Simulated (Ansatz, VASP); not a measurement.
Two plane-wave programs on B4PdRu2

Contents of INCAR:

```
PREC = Accurate ; ENCUT = 520
EDIFF = 1E-7 ; ISMEAR = 0
SIGMA = 0.2 ; LREAL = F
LASPH = T ; NELM = 100
ALGO = Normal ; ISIF = 2
LWAVE = F ; LCHARG = F
GGA = PE ; NBANDS = 34
```

KPOINTS

```
regular mesh
0
Gamma
  12 12 2
```

Contents of POSCAR:

```
B4PdRu2
1.0
    2.8940849810      0.0000000000      0.0000000000
   -1.4470424905      2.5063511142      0.0000000000
    0.0000000000      0.0000000000      9.6098148195
B Ru Pd
4 2 1
Direct
    0.3333333333      0.6666666667      0.5423294079
    0.6666666667      0.3333333333      0.6106118679
    0.6666666667      0.3333333333      0.1531910176
    0.3333333333      0.6666666667      0.2331241321
    0.6666666667      0.3333333333      0.3833447863
    0.3333333333      0.6666666667      0.0150945250
    0.0000000000      0.0000000000      0.7653042633
```

Input for Ansatz:

```yaml
crystal:
  lattice:
    - [2.894084981, 0.0, 0.0]
    - [-1.4470424905, 2.5063511142, 0.0]
    - [0.0, 0.0, 9.6098148195]
  atoms:
    - { symbol: B, position: [0.3333333333, 0.6666666667, 0.5423294079] }
    - { symbol: B, position: [0.6666666667, 0.3333333333, 0.6106118679] }
    - { symbol: B, position: [0.6666666667, 0.3333333333, 0.1531910176] }
    - { symbol: B, position: [0.3333333333, 0.6666666667, 0.2331241321] }
    - { symbol: Ru, position: [0.6666666667, 0.3333333333, 0.3833447863] }
    - { symbol: Ru, position: [0.3333333333, 0.6666666667, 0.015094525] }
    - { symbol: Pd, position: [0.0, 0.0, 0.7653042633] }
basis:
  ecutwfc: 420
kpoints:
  mp_grid: { grid: [12, 12, 2] }
hamiltonian:
  xc: pbe
scf:
  occupations: { method: gaussian, width: 0.2 }
  lower_state_search: "off"
output:
  forces: true
  stress: true
  eigenvalues: true
```

Alike in both runs: task single point; functional PBE; k mesh 12 × 12 × 2; occupations gaussian, width 0.2 eV; no spin polarisation.

|  | VASP | Ansatz |
| --- | --- | --- |
| version | VASP 6.6.1 | Ansatz 0.2.0 |
| potentials or method | VASP PAW PBE potentials, release 64 (B, Ru_pv, Pd), cutoff 520 eV | scalar-relativistic, plane waves, PAW |
| valence electrons in the cell | 50 | 62 |

VASP gave:

| Quantity | Value |
| --- | --- |
| gap on the k mesh at the Fermi level (eV) | none |
| pressure (GPa) | 0.0 |
| traceless stress, the component that is largest in VASP (GPa) | -0.25 |
| rms of the force components (eV/Å) | 0.038 |

What did Ansatz give for the same quantities?

gap on the k mesh at the Fermi level (eV): none; pressure (GPa): -0.1; traceless stress, the component that is largest in VASP (GPa): -0.29; rms of the force components (eV/Å): 0.029.

Atom by atom the forces differ by 0.010 eV/Å (rms over components). A gap of «none» marks a metal or a gap that the smearing closes. With one functional, cell and mesh, what is left measures potentials, basis and numerics. VASP's potentials hold 50 valence electrons a cell and Ansatz's 62, so a difference there can come from the potentials and not from the codes.
